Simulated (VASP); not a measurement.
# SrO (Fm-3m) in VASP: further runs

The runs below take SrO through single point, with PBE.

Everything below comes from runs of VASP 6.6.1. Logs are shortened: lines on timing, memory, paths and dates and some standing lists are left out, and cuts for length are marked.

### 1 The cell of the first run

Symmetry: Fm-3m, No. 225, cubic system. The conventional cell has a = 5.032 Å, b = 5.032 Å, c = 5.032 Å, α = 90.00°, β = 90.00°, γ = 90.00°. Within 3.3 Å of Sr (site symmetry m-3m) lie 6 O at 2.52 Å. O (site symmetry m-3m) has 6 Sr at 2.52 Å within 3.3 Å.

### 2 Single point, PBE

INCAR

```
SYSTEM = SrO
ALGO = Normal
EDIFF = 1E-6
ENCUT = 520
GGA = PE
ISIF = 2
ISMEAR = -1
LASPH = .TRUE.
LCHARG = .FALSE.
LREAL = .FALSE.
LWAVE = .FALSE.
NBANDS = 15
NELM = 60
PREC = Accurate
SIGMA = 0.05
```

KPOINTS

```
k-points
0
G
  9 9 9
  0 0 0
```

POSCAR

```
SrO
1.0
    0.0000000000      2.5162106737      2.5162106737
    2.5162106737      0.0000000000      2.5162106737
    2.5162106737      2.5162106737      0.0000000000
Sr O
1 1
Direct
    0.5000000000      0.5000000000      0.5000000000
    0.0000000000      0.0000000000      0.0000000000
```

Potentials or basis: VASP PAW PBE potentials, release 64 (Sr_sv, O).

On the command line:

```bash
$ cat potpaw_PBE.64/Sr_sv/POTCAR potpaw_PBE.64/O/POTCAR > POTCAR
$ mpirun -np 1 vasp_std > vasp.out
```

OUTCAR:

```text
SYSTEM = SrO
   EDIFF = 1E-6
   ENCUT = 520
   GGA = PE
   ISIF = 2
   ISMEAR = -1
   LASPH = .TRUE.
   LREAL = .FALSE.
   NELM = 60
   PREC = Accurate

 ion  position               nearest neighbor table
   1  0.500  0.500  0.500-   2 2.52   2 2.52   2 2.52   2 2.52   2 2.52   2 2.52
   2  0.000  0.000  0.000-   1 2.52   1 2.52   1 2.52   1 2.52   1 2.52   1 2.52

  LATTYP: Found a face centered cubic cell.
 ALAT       =     5.0324213474

  Lattice vectors:

 A1 = (   0.0000000000,   2.5162106737,   2.5162106737)
 A2 = (   2.5162106737,   0.0000000000,   2.5162106737)
 A3 = (   2.5162106737,   2.5162106737,   0.0000000000)

Analysis of symmetry for initial positions (statically):
=====================================================================
 Subroutine PRICEL returns:
 Original cell was already a primitive cell.

 Routine SETGRP: Setting up the symmetry group for a
 face centered cubic supercell.

 Subroutine GETGRP returns: Found 48 space group operations
 (whereof 48 operations were pure point group operations)
 out of a pool of 48 trial point group operations.

The static configuration has the point symmetry O_h .

Analysis of symmetry for dynamics (positions and initial velocities):
=====================================================================
 Subroutine PRICEL returns:
 Original cell was already a primitive cell.

 Routine SETGRP: Setting up the symmetry group for a
 face centered cubic supercell.

 Subroutine GETGRP returns: Found 48 space group operations
 (whereof 48 operations were pure point group operations)
 out of a pool of 48 trial point group operations.

The dynamic configuration has the point symmetry O_h .

 Subroutine INISYM returns: Found 48 space group operations
 (whereof 48 operations are pure point group operations),
 and found     1 'primitive' translations

----------------------------------------------------------------------------------------

                                     Primitive cell

  volume of cell :      31.8619

  direct lattice vectors                    reciprocal lattice vectors
     0.000000000  2.516210674  2.516210674    -0.198711501  0.198711501  0.198711501
     2.516210674  0.000000000  2.516210674     0.198711501 -0.198711501  0.198711501
     2.516210674  2.516210674  0.000000000     0.198711501  0.198711501 -0.198711501

  length of vectors
     3.558459261  3.558459261  3.558459261     0.344178416  0.344178416  0.344178416

  position of ions in fractional coordinates (direct lattice)
     0.500000000  0.500000000  0.500000000
     0.000000000  0.000000000  0.000000000

  ion indices of the primitive-cell ions
   primitive index   ion index
                 1           1
                 2           2

----------------------------------------------------------------------------------------

 KPOINTS: k-points

Automatic generation of k-mesh.
 Grid dimensions read from file:
 generate k-points for:    9    9    9

 Generating k-lattice:

  Cartesian coordinates                     Fractional coordinates (reciprocal lattice)
    -0.022079056  0.022079056  0.022079056     0.111111111  0.000000000  0.000000000
     0.022079056 -0.022079056  0.022079056     0.000000000  0.111111111  0.000000000
     0.022079056  0.022079056 -0.022079056     0.000000000  0.000000000  0.111111111

  Length of vectors
     0.038242046  0.038242046  0.038242046

  Shift w.r.t. Gamma in fractional coordinates (k-lattice)
     0.000000000  0.000000000  0.000000000

 Subroutine IBZKPT returns following result:
 ===========================================

 Found     35 irreducible k-points:

 Following reciprocal coordinates:
            Coordinates               Weight
  0.000000  0.000000  0.000000      1.000000
  0.111111  0.000000  0.000000      8.000000
  0.222222  0.000000  0.000000      8.000000
  0.333333  0.000000  0.000000      8.000000
  0.444444  0.000000  0.000000      8.000000
  0.111111  0.111111  0.000000      6.000000
[... 16 lines left out ...]
 -0.333333  0.333333  0.000000     12.000000
  0.444444  0.444444  0.000000      6.000000
 [... further k-points ...]
   k-points           NKPTS =     35   k-points in BZ     NKDIM =     35   number of bands    NBANDS=     15
   number of dos      NEDOS =    301   number of ions     NIONS =      2
   total plane-waves  NPLWV =  21952
   dimension x,y,z NGX =    28 NGY =   28 NGZ =   28
   dimension x,y,z NGXF=    56 NGYF=   56 NGZF=   56
   ions per type =               1   1
   NGX,Y,Z   is equivalent  to a cutoff of  13.08, 13.08, 13.08 a.u.
   NGXF,Y,Z  is equivalent  to a cutoff of  26.16, 26.16, 26.16 a.u.
 SYSTEM =  SrO
   PREC   = accura    normal or accurate (medium, high low for compatibility)
   ISTART =      0    job   : 0-new  1-cont  2-samecut
   ICHARG =      2    charge: 1-file 2-atom 10-const
   ISPIN  =      1    spin polarized calculation?
   LNONCOLLINEAR =      F non collinear calculations
   LSORBIT =      F    spin-orbit coupling
   LASPH  =      T    aspherical Exc in radial PAW
   ENCUT  =  520.0 eV  38.22 Ry    6.18 a.u.   6.62  6.62  6.62*2*pi/ulx,y,z
   NELM   =     60;   NELMIN=  2; NELMDL= -5     # of ELM steps
   EDIFF  = 0.1E-05   stopping-criterion for ELM
   LREAL  =      F    real-space projection
   EDIFFG = 0.1E-04   stopping-criterion for IOM
   NSW    =      0    number of steps for IOM
   IBRION =     -1    ionic relax: 0-MD 1-quasi-New 2-CG
   NFREE  =      0    steps in history (QN), initial steepest desc. (CG)
   ISIF   =      2    stress and relaxation
   ISYM   =      2    0-nonsym 1-usesym 2-fastsym
   POTIM  = 0.5000    time-step for ionic-motion
   TEBEG  =    0.0;   TEEND  =   0.0 temperature during run
   PSTRESS=    0.0 pullay stress
   NELECT =      16.0000    total number of electrons
   NUPDOWN=      -1.0000    fix difference up-down
   EMIN   =  10.00;   EMAX   =-10.00  energy-range for DOS
   EFERMI =   0.00;   METHOD = LEGACY
   ISMEAR =    -1;   SIGMA  =   0.05  broadening in eV -4-tet -1-fermi 0-gaus
   EFERMI_NEDOS =   21; number of points for ismear=-14 and -15
   IALGO  =     38    algorithm
   IMIX   =      4    mixing-type and parameters
     AMIX     =   0.40;   BMIX     =  1.00
     AMIX_MAG =   1.60;   BMIX_MAG =  1.00
  volume/ion in A,a.u.               =      15.93       107.51
  Fermi-wavevector in a.u.,A,eV,Ry     =   1.301241  2.458989 23.037777  1.693229
  Thomas-Fermi vector in A             =   2.432388
   LORBIT       =      0    0 simple, 1 ext, 2 COOP (PROOUT), +10 PAW based schemes
   GGA     = PE    functional components
   LHFCALC =     F    Hartree Fock is set to
   AEXX    =    0.0000 exact exchange contribution
   IVDW    =     0    specifies the selected vdW correction
   LEPSILON=     F    determine dielectric tensor
   LRPA    =     F    only Hartree local field effects (RPA)
 non-spin polarized calculation
  energy-cutoff  :      520.00
  volume of cell :       31.86
 maximum number of plane-waves:       881
   NGX = 13   NGY = 13   NGZ = 13

 number of electron      15.9999997 magnetization

 Free energy of the ion-electron system (eV)
  ---------------------------------------------------
  ext. energy  EPLUGINS =         0.00000000
  ---------------------------------------------------
  free energy    TOTEN  =       -11.94875079 eV

  energy without entropy =      -11.94875079  energy(sigma->0) =      -11.94875079

 E-fermi :   3.1378     XC(G=0): -10.3361

 val. band max:        1.9817578421   @ k =   0.0000   0.0000   0.0000
 cond. band min:       5.2593307785   @ k =   0.4444   0.4444   0.0000
 fundamental gap:      3.2775729364
 Fermi energy:         3.1378159964

 k-point     1 :       0.0000    0.0000    0.0000
  band No.  band energies     occupation
      1     -30.1932      2.00000
      2     -13.1903      2.00000
      3     -11.7541      2.00000
      4     -11.7541      2.00000
      5     -11.7541      2.00000
      6       1.9818      2.00000
      7       1.9818      2.00000
      8       1.9818      2.00000
      9       6.4469      0.00000
     10       8.3287      0.00000
     11       8.3287      0.00000
     12       8.3287      0.00000
     13      10.6458      0.00000
     14      10.6458      0.00000
     15      15.0087      0.00000

 k-point     2 :       0.1111    0.0000    0.0000
  band No.  band energies     occupation
      1     -30.1721      2.00000
      2     -13.4975      2.00000
      3     -11.7654      2.00000
      4     -11.7654      2.00000
      5     -11.4968      2.00000
      6       1.6000      2.00000
      7       1.8025      2.00000
      8       1.8025      2.00000
      9       7.0273      0.00000
     10       8.2000      0.00000
     11       8.5897      0.00000
     12       8.5897      0.00000
     13      11.0085      0.00000
     14      11.0085      0.00000
     15      15.8662      0.00000

 k-point     3 :       0.2222    0.0000    0.0000
  band No.  band energies     occupation
      1     -30.1183      2.00000
      2     -14.0523      2.00000
      3     -11.7935      2.00000
      4     -11.7935      2.00000
      5     -11.0685      2.00000
      6       0.8339      2.00000
      7       1.3927      2.00000
      8       1.3927      2.00000
      9       8.1159      0.00000
     10       8.3736      0.00000
     11       9.3176      0.00000
     12       9.3176      0.00000
     13      11.9402      0.00000
     14      11.9402      0.00000
     15      17.8018      0.00000
[... 343 lines left out ...]
 k-point    23 :      -0.3333    0.3333    0.0000
  band No.  band energies     occupation
      1     -29.9677      2.00000
      2     -14.2428      2.00000
      3     -12.5979      2.00000
      4     -11.9998      2.00000
      5     -11.1352      2.00000
      6       0.6012      2.00000
      7       1.1083      2.00000
      8       1.5677      2.00000
      9       7.8381      0.00000
     10       9.4695      0.00000
     11      11.4720      0.00000
     12      11.9150      0.00000
     13      13.8863      0.00000
     14      15.5658      0.00000
     15      17.8843      0.00000

 k-point    24 :       0.4444    0.4444    0.0000
  band No.  band energies     occupation
      1     -29.9635      2.00000
      2     -13.4726      2.00000
      3     -12.5920      2.00000
      4     -12.1894      2.00000
      5     -12.1894      2.00000
      6       1.5467      2.00000
      7       1.9327      2.00000
      8       1.9327      2.00000
      9       5.2593      0.00000
     10      10.1818      0.00000
     11      12.5088      0.00000
     12      12.9473      0.00000
     13      13.4176      0.00000
     14      13.4176      0.00000
     15      16.9909      0.00000

 [... further k-points ...]

------------------------ aborting loop because EDIFF is reached ----------------------------------------

  FORCE on cell =-STRESS in cart. coord.  units (eV):
  Direction    XX          YY          ZZ          XY          YZ          ZX
  --------------------------------------------------------------------------------------
  -------------------------------------------------------------------------------------
  Total        2.1443372      2.1443372      2.1443372      0.0000000      0.0000000     -0.0000000
  in kB      107.8282762    107.8282762    107.8282762      0.0000000      0.0000000     -0.0000000
  external PRESSURE =     107.8282762 kB  Pullay stress =       0.0000000 kB

 VOLUME and BASIS-vectors are now :
 -----------------------------------------------------------------------------
  energy-cutoff  :      520.00
  volume of cell :       31.86
      direct lattice vectors                 reciprocal lattice vectors
     0.000000000  2.516210674  2.516210674    -0.198711501  0.198711501  0.198711501
     2.516210674  0.000000000  2.516210674     0.198711501 -0.198711501  0.198711501
     2.516210674  2.516210674  0.000000000     0.198711501  0.198711501 -0.198711501

 POSITION                                       TOTAL-FORCE (eV/Angst)
 -----------------------------------------------------------------------------------
      2.51621      2.51621      2.51621        -0.000000     -0.000000      0.000000
      0.00000      0.00000      0.00000         0.000000      0.000000     -0.000000
 -----------------------------------------------------------------------------------
    total drift:                                0.000000      0.000000      0.000000

  FREE ENERGIE OF THE ION-ELECTRON SYSTEM (eV)
  ---------------------------------------------------
  free  energy   TOTEN  =       -11.9487507882 eV

  energy  without entropy=      -11.9487507882  energy(sigma->0) =      -11.94875079
```

It took 24 s on 1 thread of AMD EPYC 9R14 (Zen 4), shared host; peak memory 0.13 GiB.

Results:

```
Free energy            : -11.9488 eV
Pressure               : 10.8 GPa
Band gap on the k mesh : 3.28 eV (least direct gap 3.33 eV)
```

Caveat: the cell stands under pressure; an odd mesh through Γ misses points on the zone boundary, where band edges can lie. As with any semilocal functional, this PBE gap is likely too small.

### 3 Single point, PBE

This run uses another cell than the first one, of 16.90 Å³/atom.

INCAR

```
SYSTEM = SrO
PREC = Accurate
ENCUT = 520
EDIFF = 1E-6
ISMEAR = 0
SIGMA = 0.014
LREAL = .FALSE.
LASPH = .TRUE.
NELM = 100
ALGO = Normal
ISIF = 2
LWAVE = .FALSE.
LCHARG = .TRUE.
GGA = PE
LELF = .TRUE.
LVHAR = .TRUE.
NBANDS = 15
```

KPOINTS

```
Automatic mesh
0
G
  9 9 9
  0 0 0
```

POSCAR

```
SrO
1.0
    0.0000000000      2.5663000000      2.5663000000
    2.5663000000      0.0000000000      2.5663000000
    2.5663000000      2.5663000000      0.0000000000
Sr O
1 1
Direct
    0.5000000000      0.5000000000      0.5000000000
    0.0000000000      0.0000000000      0.0000000000
```

Potentials or basis: VASP PAW PBE potentials, release 64 (Sr_sv, O).

On the command line:

```bash
$ cat potpaw_PBE.64/Sr_sv/POTCAR potpaw_PBE.64/O/POTCAR > POTCAR
$ mpirun -np 1 vasp_std > vasp.out
```

Wall time 25 s (1 thread of AMD EPYC 9R14 (Zen 4), shared host); peak memory 0.13 GiB.

It converged, with:

```
Free energy            : -12.0370 eV
Pressure               : 3.9 GPa
Band gap on the k mesh : 3.32 eV (least direct gap 3.41 eV)
```

Levels at points of the mesh, in eV from the valence-band top:
```tsv
k point	band 6	band 7	band 8	band 9	band 10	band 11
(0.00, 0.00, 0.00)	0.00	0.00	0.00	4.02	6.22	6.22
```

Caveat: the cell stands under pressure; an odd mesh through Γ misses points on the zone boundary, where band edges can lie.

### 4 Single point, PBE

This run uses another cell than the first one, of 16.90 Å³/atom.

INCAR

```
SYSTEM = SrO
ALGO     = Normal         ! electronic algorithm
EDIFF    = 1E-7           ! SCF threshold, eV
ENCUT    = 520            ! plane-wave cutoff, eV
GGA      = PE             ! functional
ISIF     = 2              ! what is computed and relaxed
ISMEAR   = 0              ! smearing method
LASPH    = .True.         ! aspherical terms in the spheres
LCHARG   = .True.         ! write CHGCAR
LELF     = .True.         ! ELF
LREAL    = .False.        ! projectors in reciprocal space
LVHAR    = .True.       
LWAVE    = .False.        ! write WAVECAR
NBANDS   = 15             ! bands
NELM     = 80             ! most SCF steps
PREC     = Accurate       ! precision mode
SIGMA    = 0.028000000000000004 ! smearing width, eV
```

KPOINTS

```
k-points
0
Gamma
  9 9 9
  0 0 0
```

POSCAR is that of step 3.

On the command line:

```bash
$ cat potpaw_PBE.64/Sr_sv/POTCAR potpaw_PBE.64/O/POTCAR > POTCAR
$ mpirun -np 1 vasp_std > vasp.out
```

It took 27 s on 1 thread of AMD EPYC 9R14 (Zen 4), shared host; peak memory 0.13 GiB.

The run converged. Its results:

```
Free energy            : -12.0370 eV
Pressure               : 3.9 GPa
Band gap on the k mesh : 3.32 eV (least direct gap 3.41 eV)
```

Levels at points of the mesh, in eV from the valence-band top:
| k point | band 5 | band 6 | band 7 | band 8 | band 9 | band 10 | band 11 | band 12 |
| --- | --- | --- | --- | --- | --- | --- | --- | --- |
| (0.00, 0.00, 0.00) | -14.00 | 0.00 | 0.00 | 0.00 | 4.02 | 6.22 | 6.22 | 6.22 |

Caveat: the cell stands under pressure; an odd mesh through Γ misses points on the zone boundary, where band edges can lie.

### 5 Overview

```tsv
cell	smearing	gap on the mesh (eV)	pressure (GPa)
a = 3.558 Å, angles 60.0°, 2 atoms	fermi-dirac 0.05 eV	3.28	10.8
a = 3.629 Å, angles 60.0°, 2 atoms	gaussian 0.014 eV	3.32	3.9
a = 3.629 Å, angles 60.0°, 2 atoms	gaussian 0.028 eV	3.32	3.9
```

Alike in all rows: task single point; level PBE; potentials or basis VASP PAW PBE potentials, release 64 (Sr_sv, O); no spin polarisation; k mesh 9 × 9 × 9; cutoff (eV) 520.

Caveats: the cell stands under pressure; an odd mesh through Γ misses points on the zone boundary, where band edges can lie.

Absolute energies hang on the potentials; compare differences alone.
